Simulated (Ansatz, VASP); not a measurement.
## GaS2: VASP beside Ansatz

```
Ga S
1.0
     4.33158    0.00000    0.00000
    -2.16579    3.75126    0.00000
     0.00000    0.00000    3.63417
Ga S
1 2
Direct
  0.00000 0.00000 0.00000
  0.33333 0.66667 0.50000
  0.66667 0.33333 0.50000
```

Alike in both runs: task relaxation of cell and atoms; functional PBE; k mesh 12 × 12 × 12; occupations gaussian, width 0.1 eV; no spin polarisation.

|  | VASP | Ansatz |
| --- | --- | --- |
| version | VASP 6.6.1 | Ansatz 0.2.0 |
| potentials or method | VASP PAW PBE potentials, release 64 (Ga_d, S), cutoff 600 eV | scalar-relativistic, plane waves, PAW |
| valence electrons in the cell | 25 | 25 |

```csv
,VASP,Ansatz,Ansatz less VASP
"gap on the k mesh at the Fermi level, each at its own relaxed structure (eV)",none,none,-
relaxed volume (Å³/atom),19.50,19.49,-0.009
relaxed cell length with the largest relative difference (Å),3.605,3.600,-0.0049
```

A gap of «none» marks a metal or a gap that the smearing closes.
